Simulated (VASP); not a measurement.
# Mo3W (P6_3/mmc) in VASP: further runs

Mo3W is run at these levels: PBE; tasks: single point, relaxation of cell and atoms.

Program: VASP 6.6.1. These are calculated values, not measurements. Logs are shortened: lines on timing, memory, paths and dates and some standing lists are left out, and cuts for length are marked.

**1. The cell of the first run**

The structure is hexagonal, space group P6_3/mmc (No. 194). Conventional cell: a = 5.511 Å, b = 5.511 Å, c = 4.926 Å, α = 90.00°, β = 90.00°, γ = 120.00°. Mo (site symmetry mm2) has 8 Mo at 2.75 to 2.93 Å and 4 W at 2.76 to 2.93 Å within 3.6 Å. W (site symmetry -6m2) has 12 Mo at 2.76 to 2.93 Å within 3.6 Å.

The cell was built from a structure type or drawn by symmetry, and may not be a known phase.

**2. Single point, PBE**

Contents of INCAR:

```
SYSTEM = Mo3W
ALGO = Normal ; EDIFF = 1E-6
ENCUT = 500 ; GGA = PE
GGA_COMPAT = .False. ; ISIF = 2
ISMEAR = 0 ; LASPH = .True.
LCHARG = .True. ; LELF = .True.
LREAL = .False. ; LVHAR = .True.
LWAVE = .False. ; NBANDS = 66
NELM = 120 ; PREC = Accurate
SIGMA = 0.1
```

Contents of KPOINTS:

```
k-points
0
Gamma
  6 6 4
  0 0 0
```

Contents of POSCAR:

```
Mo3W
1.0
    5.5106102997      0.0000000000      0.0000000000
   -2.7553051499      4.7723285099      0.0000000000
    0.0000000000      0.0000000000      4.9262565154
Mo W
6 2
Direct
    0.1668030988      0.3336061977      0.2500000000
    0.6663938023      0.8331969012      0.2500000000
    0.1668030988      0.8331969012      0.2500000000
    0.8331969012      0.6663938023      0.7500000000
    0.3336061977      0.1668030988      0.7500000000
    0.8331969012      0.1668030988      0.7500000000
    0.3333333333      0.6666666667      0.7500000000
    0.6666666667      0.3333333333      0.2500000000
```

Potentials or basis: VASP PAW PBE potentials, release 64 (Mo_sv, W_sv).

Launch:

```console
$ cat potpaw_PBE.64/Mo_sv/POTCAR potpaw_PBE.64/W_sv/POTCAR > POTCAR
$ mpirun -np 1 vasp_std > vasp.out
```

OUTCAR:

```text
SYSTEM = Mo3W
   EDIFF = 1E-6
   ENCUT = 500
   GGA = PE
   ISIF = 2
   ISMEAR = 0
   LASPH = .True.
   LREAL = .False.
   NELM = 120
   PREC = Accurate

 ion  position               nearest neighbor table
   1  0.167  0.334  0.250-   2 2.75   3 2.75   8 2.76   8 2.76   2 2.76   3 2.76   7 2.93   7 2.93
                             6 2.93   6 2.93   5 2.93   5 2.93
   2  0.666  0.833  0.250-   1 2.75   3 2.75   8 2.76   8 2.76   1 2.76   3 2.76   7 2.93   7 2.93
                             6 2.93   6 2.93   4 2.93   4 2.93
   3  0.167  0.833  0.250-   2 2.75   1 2.75   8 2.76   8 2.76   2 2.76   1 2.76   7 2.93   7 2.93
                             4 2.93   4 2.93   5 2.93   5 2.93
   4  0.833  0.666  0.750-   5 2.75   6 2.75   7 2.76   7 2.76   5 2.76   6 2.76   8 2.93   8 2.93
                             3 2.93   3 2.93   2 2.93   2 2.93
   5  0.334  0.167  0.750-   4 2.75   6 2.75   7 2.76   7 2.76   4 2.76   6 2.76   8 2.93   8 2.93
                             3 2.93   3 2.93   1 2.93   1 2.93
   6  0.833  0.167  0.750-   5 2.75   4 2.75   7 2.76   7 2.76   5 2.76   4 2.76   8 2.93   8 2.93
                             1 2.93   1 2.93   2 2.93   2 2.93
   7  0.333  0.667  0.750-   4 2.76   5 2.76   6 2.76   6 2.76   4 2.76   5 2.76   2 2.93   2 2.93
                             1 2.93   1 2.93   3 2.93   3 2.93
   8  0.667  0.333  0.250-   1 2.76   2 2.76   3 2.76   3 2.76   1 2.76   2 2.76   5 2.93   5 2.93
                             4 2.93   4 2.93   6 2.93   6 2.93

  LATTYP: Found a hexagonal cell.
 ALAT       =     5.5106102997
 C/A-ratio  =     0.8939584270

  Lattice vectors:

 A1 = (   5.5106102997,   0.0000000000,   0.0000000000)
 A2 = (  -2.7553051499,   4.7723285099,   0.0000000000)
 A3 = (   0.0000000000,   0.0000000000,   4.9262565154)

Analysis of symmetry for initial positions (statically):
=====================================================================
 Subroutine PRICEL returns:
 Original cell was already a primitive cell.

 Routine SETGRP: Setting up the symmetry group for a
 hexagonal supercell.

 Subroutine GETGRP returns: Found 24 space group operations
 (whereof 12 operations were pure point group operations)
 out of a pool of 24 trial point group operations.

The static configuration has the point symmetry D_3d.
 The point group associated with its full space group is D_6h.

Analysis of symmetry for dynamics (positions and initial velocities):
=====================================================================
 Subroutine PRICEL returns:
 Original cell was already a primitive cell.

 Routine SETGRP: Setting up the symmetry group for a
 hexagonal supercell.

 Subroutine GETGRP returns: Found 24 space group operations
 (whereof 12 operations were pure point group operations)
 out of a pool of 24 trial point group operations.

The dynamic configuration has the point symmetry D_3d.
 The point group associated with its full space group is D_6h.

 Subroutine INISYM returns: Found 24 space group operations
 (whereof 12 operations are pure point group operations),
 and found     1 'primitive' translations

----------------------------------------------------------------------------------------

                                     Primitive cell

  volume of cell :     129.5529

  direct lattice vectors                    reciprocal lattice vectors
     5.510610300  0.000000000  0.000000000     0.181468103  0.104770658  0.000000000
    -2.755305150  4.772328510  0.000000000     0.000000000  0.209541317  0.000000000
     0.000000000  0.000000000  4.926256515     0.000000000  0.000000000  0.202993895

  length of vectors
     5.510610300  5.510610300  4.926256515     0.209541317  0.209541317  0.202993895

  position of ions in fractional coordinates (direct lattice)
     0.166803099  0.333606198  0.250000000
     0.666393802  0.833196901  0.250000000
     0.166803099  0.833196901  0.250000000
     0.833196901  0.666393802  0.750000000
     0.333606198  0.166803099  0.750000000
     0.833196901  0.166803099  0.750000000
     0.333333333  0.666666667  0.750000000
     0.666666667  0.333333333  0.250000000

  ion indices of the primitive-cell ions
   primitive index   ion index
                 1           1
                 2           2
                 3           3
                 4           4
                 5           5
                 6           6
                 7           7
                 8           8

----------------------------------------------------------------------------------------

 KPOINTS: k-points

Automatic generation of k-mesh.
 Grid dimensions read from file:
 generate k-points for:    6    6    4

 Generating k-lattice:

  Cartesian coordinates                     Fractional coordinates (reciprocal lattice)
     0.030244684  0.017461776  0.000000000     0.166666667  0.000000000  0.000000000
     0.000000000  0.034923553  0.000000000     0.000000000  0.166666667  0.000000000
     0.000000000  0.000000000  0.050748474     0.000000000  0.000000000  0.250000000

  Length of vectors
     0.034923553  0.034923553  0.050748474

  Shift w.r.t. Gamma in fractional coordinates (k-lattice)
     0.000000000  0.000000000  0.000000000

 Subroutine IBZKPT returns following result:
 ===========================================

 Found     21 irreducible k-points:

 Following reciprocal coordinates:
            Coordinates               Weight
  0.000000  0.000000  0.000000      1.000000
  0.166667  0.000000  0.000000      6.000000
  0.333333  0.000000  0.000000      6.000000
  0.500000  0.000000  0.000000      3.000000
  0.166667  0.166667  0.000000      6.000000
  0.333333  0.166667  0.000000     12.000000
[... 13 lines left out ...]
  0.333333  0.166667  0.500000     12.000000
  0.333333  0.333333  0.500000      2.000000
   k-points           NKPTS =     21   k-points in BZ     NKDIM =     21   number of bands    NBANDS=     66
   number of dos      NEDOS =    301   number of ions     NIONS =      8
   total plane-waves  NPLWV =  57600
   dimension x,y,z NGX =    40 NGY =   40 NGZ =   36
   dimension x,y,z NGXF=    80 NGYF=   80 NGZF=   72
   ions per type =               6   2
   NGX,Y,Z   is equivalent  to a cutoff of  12.07, 12.07, 12.15 a.u.
   NGXF,Y,Z  is equivalent  to a cutoff of  24.13, 24.13, 24.30 a.u.
 SYSTEM =  Mo3W
   PREC   = accura    normal or accurate (medium, high low for compatibility)
   ISTART =      0    job   : 0-new  1-cont  2-samecut
   ICHARG =      2    charge: 1-file 2-atom 10-const
   ISPIN  =      1    spin polarized calculation?
   LNONCOLLINEAR =      F non collinear calculations
   LSORBIT =      F    spin-orbit coupling
   LASPH  =      T    aspherical Exc in radial PAW
   ENCUT  =  500.0 eV  36.75 Ry    6.06 a.u.  10.05 10.05  8.98*2*pi/ulx,y,z
   NELM   =    120;   NELMIN=  2; NELMDL= -5     # of ELM steps
   EDIFF  = 0.1E-05   stopping-criterion for ELM
   LREAL  =      F    real-space projection
   EDIFFG = 0.1E-04   stopping-criterion for IOM
   NSW    =      0    number of steps for IOM
   IBRION =     -1    ionic relax: 0-MD 1-quasi-New 2-CG
   NFREE  =      0    steps in history (QN), initial steepest desc. (CG)
   ISIF   =      2    stress and relaxation
   ISYM   =      2    0-nonsym 1-usesym 2-fastsym
   POTIM  = 0.5000    time-step for ionic-motion
   TEBEG  =    0.0;   TEEND  =   0.0 temperature during run
   PSTRESS=    0.0 pullay stress
   NELECT =     112.0000    total number of electrons
   NUPDOWN=      -1.0000    fix difference up-down
   EMIN   =  10.00;   EMAX   =-10.00  energy-range for DOS
   EFERMI =   0.00;   METHOD = LEGACY
   ISMEAR =     0;   SIGMA  =   0.10  broadening in eV -4-tet -1-fermi 0-gaus
   EFERMI_NEDOS =   21; number of points for ismear=-14 and -15
   IALGO  =     38    algorithm
   IMIX   =      4    mixing-type and parameters
     AMIX     =   0.40;   BMIX     =  1.00
     AMIX_MAG =   1.60;   BMIX_MAG =  1.00
  volume/ion in A,a.u.               =      16.19       109.28
  Fermi-wavevector in a.u.,A,eV,Ry     =   1.559547  2.947117 33.091914  2.432187
  Thomas-Fermi vector in A             =   2.662889
   LORBIT       =      0    0 simple, 1 ext, 2 COOP (PROOUT), +10 PAW based schemes
   GGA     = PE    functional components
   LHFCALC =     F    Hartree Fock is set to
   AEXX    =    0.0000 exact exchange contribution
   IVDW    =     0    specifies the selected vdW correction
   LEPSILON=     F    determine dielectric tensor
   LRPA    =     F    only Hartree local field effects (RPA)
 non-spin polarized calculation
 Gauss-broadening in eV      SIGMA  =   0.10
  energy-cutoff  :      500.00
  volume of cell :      129.55
 maximum number of plane-waves:      3316
   NGX = 21   NGY = 21   NGZ = 17

 number of electron     111.9999986 magnetization

 Free energy of the ion-electron system (eV)
  ---------------------------------------------------
  ext. energy  EPLUGINS =         0.00000000
  ---------------------------------------------------
  free energy    TOTEN  =       -87.97190162 eV

  energy without entropy =      -87.93528089  energy(sigma->0) =      -87.95359125

 E-fermi :  11.5224     XC(G=0): -13.2516

 val. band max:       11.5108490396   @ k =   0.0000   0.0000   0.2500
 cond. band min:      11.5412185835   @ k =   0.1667   0.1667   0.2500
 fundamental gap:      0.0303695439
 Fermi energy:        11.5224179961

 k-point     1 :       0.0000    0.0000    0.0000
  band No.  band energies     occupation
      1     -62.1939      2.00000
      2     -62.1929      2.00000
      3     -49.2623      2.00000
      4     -49.1639      2.00000
      5     -49.0851      2.00000
      6     -49.0851      2.00000
[... 58 lines left out ...]
     65      15.0959      0.00000
     66      15.0988      0.00000

 k-point     2 :       0.1667    0.0000    0.0000
  band No.  band energies     occupation
      1     -62.1939      2.00000
      2     -62.1930      2.00000
      3     -49.2523      2.00000
      4     -49.1573      2.00000
      5     -49.0954      2.00000
      6     -49.0854      2.00000
[... 1300 lines left out ...]
     65      14.1102      0.00000
     66      14.1132      0.00000

 k-point    21 :       0.3333    0.3333    0.5000
  band No.  band energies     occupation
      1     -62.1934      2.00000
      2     -62.1934      2.00000
      3     -49.1394      2.00000
      4     -49.1394      2.00000
      5     -49.1378      2.00000
      6     -49.1378      2.00000
[... 58 lines left out ...]
     65      14.6811      0.00000
     66      14.6886      0.00000

------------------------ aborting loop because EDIFF is reached ----------------------------------------

  FORCE on cell =-STRESS in cart. coord.  units (eV):
  Direction    XX          YY          ZZ          XY          YZ          ZX
  --------------------------------------------------------------------------------------
  -------------------------------------------------------------------------------------
  Total        0.4593733      0.4593733      0.3506401     -0.0000000     -0.0000000     -0.0000000
  in kB        5.6810585      5.6810585      4.3363584     -0.0000000     -0.0000000     -0.0000000
  external PRESSURE =       5.2328251 kB  Pullay stress =       0.0000000 kB

 VOLUME and BASIS-vectors are now :
 -----------------------------------------------------------------------------
  energy-cutoff  :      500.00
  volume of cell :      129.55
      direct lattice vectors                 reciprocal lattice vectors
     5.510610300  0.000000000  0.000000000     0.181468103  0.104770658  0.000000000
    -2.755305150  4.772328510  0.000000000     0.000000000  0.209541317  0.000000000
     0.000000000  0.000000000  4.926256515     0.000000000  0.000000000  0.202993895

 POSITION                                       TOTAL-FORCE (eV/Angst)
 -----------------------------------------------------------------------------------
     -0.00000      1.59208      1.23156         0.000000     -0.002136      0.000000
      1.37652      3.97629      1.23156         0.001850      0.001068     -0.000000
     -1.37652      3.97629      1.23156        -0.001850      0.001068     -0.000000
      2.75531      3.18025      3.69469        -0.000000      0.002136      0.000000
      1.37878      0.79604      3.69469        -0.001850     -0.001068      0.000000
      4.13183      0.79604      3.69469         0.001850     -0.001068      0.000000
     -0.00000      3.18155      3.69469         0.000000     -0.000000     -0.000000
      2.75531      1.59078      1.23156        -0.000000      0.000000      0.000000
 -----------------------------------------------------------------------------------
    total drift:                               -0.000001      0.000000     -0.000000

  FREE ENERGIE OF THE ION-ELECTRON SYSTEM (eV)
  ---------------------------------------------------
  free  energy   TOTEN  =       -87.9719016169 eV

  energy  without entropy=      -87.9352808929  energy(sigma->0) =      -87.95359125
```

Run time: 3.7 min. Hardware: 1 thread of Intel Xeon 8259CL, shared host; peak memory 0.3 GiB.

What came out:

```
Free energy            : -87.9719 eV
Pressure               : 0.5 GPa
Band gap on the k mesh : zero (bands 56 and 57 overlap by 1.74 eV)
```

Forces in eV/Å, atoms in the order of the input:
```
Mo   0.000 -0.002  0.000
Mo   0.002  0.001  0.000
Mo  -0.002  0.001  0.000
Mo   0.000  0.002  0.000
Mo  -0.002 -0.001  0.000
Mo   0.002 -0.001  0.000
W    0.000  0.000  0.000
W    0.000  0.000  0.000
```

Caveat: spin-orbit coupling is left out, which moves the levels of the heavy elements.

**3. Relaxation of cell and atoms, PBE**

This run uses another cell than the first one, of 23.77 Å³/atom.

Contents of INCAR:

```
SYSTEM = Mo3W
PREC = Accurate
ENCUT = 500
EDIFF = 1E-7
ISMEAR = 0
SIGMA = 0.1
LREAL = .FALSE.
LASPH = .TRUE.
NELM = 120
ALGO = Normal
ISIF = 3
LWAVE = .FALSE.
LCHARG = .FALSE.
GGA = PE
IBRION = 2
NSW = 90
EDIFFG = -0.04
GGA_COMPAT = .FALSE.
NELMIN = 4
```

Contents of KPOINTS:

```
regular mesh
0
G
  3 3 4
  0 0 0
```

Contents of POSCAR:

```
Mo3W
1.0
    6.5833397900      0.0000000000      0.0000000000
   -3.2916699000      5.7013395000      0.0000000000
    0.0000000000      0.0000000000      5.0655608900
Mo W
6 2
Direct
    0.1677048800      0.3354097600      0.2500000000
    0.6645902400      0.8322951200      0.2500000000
    0.1677048800      0.8322951200      0.2500000000
    0.8322951200      0.6645902400      0.7500000000
    0.3354097600      0.1677048800      0.7500000000
    0.8322951200      0.1677048800      0.7500000000
    0.3333333300      0.6666666700      0.7500000000
    0.6666666700      0.3333333300      0.2500000000
```

Potentials or basis: VASP PAW PBE potentials, release 64 (Mo_sv, W_sv).

Launch:

```console
$ cat potpaw_PBE.64/Mo_sv/POTCAR potpaw_PBE.64/W_sv/POTCAR > POTCAR
$ mpirun -np 1 vasp_std > vasp.out
```

Wall time 26 min (1 thread of Intel Xeon 8259CL, shared host); peak memory 0.36 GiB.

Results (log left out):

```yaml
Free_energy: -87.5077 eV
Relaxed_volume: 16.10 Å³/atom
Relaxed_cell: a = 5.755 Å, b = 5.755 Å, c = 4.492 Å, α = 90.00°, β = 90.00°, γ = 120.00°
Space_group_after_relaxing_to_0.1_Å: P6_3/mmc (No. 194)
Pressure_after_relaxing: 0.3 GPa
Largest_force_after_relaxing: 0.037 eV/Å
Band_gap_on_the_k_mesh: zero (bands 56 and 57 overlap by 1.23 eV)
```

Forces in eV/Å, atoms in the order of the input:
```
Mo   0.000 -0.037  0.000
Mo   0.032  0.019  0.000
Mo  -0.032  0.019  0.000
Mo   0.000  0.037  0.000
Mo  -0.032 -0.019  0.000
Mo   0.032 -0.019  0.000
W    0.000  0.000  0.000
W    0.000  0.000  0.000
```

Final structure:
```yaml
crystal:
  lattice:
    - [5.75458, 0.00000, 0.00000]
    - [-2.87729, 4.98361, 0.00000]
    - [0.00000, 0.00000, 4.49235]
  atoms:
    - { symbol: Mo, position: [0.16766, 0.33532, 0.25000] }
    - { symbol: Mo, position: [0.66468, 0.83234, 0.25000] }
    - { symbol: Mo, position: [0.16766, 0.83234, 0.25000] }
    - { symbol: Mo, position: [0.83234, 0.66468, 0.75000] }
    - { symbol: Mo, position: [0.33532, 0.16766, 0.75000] }
    - { symbol: Mo, position: [0.83234, 0.16766, 0.75000] }
    - { symbol: W, position: [0.33333, 0.66667, 0.75000] }
    - { symbol: W, position: [0.66667, 0.33333, 0.25000] }
```

Levels at points of the mesh, in eV from the Fermi level:
| k point | band 54 | band 55 | band 56 | band 57 | band 58 | band 59 |
| --- | --- | --- | --- | --- | --- | --- |
| (0.00, 0.00, 0.00) | -0.09 | -0.09 | 0.11 | 0.11 | 0.43 | 0.43 |
| (0.00, 0.00, 0.50) | 0.89 | 1.01 | 1.01 | 1.01 | 1.01 | 1.67 |

Caveat: the k points lie up to 0.42 Å⁻¹ apart in the final cell, too coarse for converged energies and pressures of a metal; the volume moved by over 15 % at a fixed basis, so the end points are rough; spin-orbit coupling is left out, which moves the levels of the heavy elements.

[end of part 1 of 2]
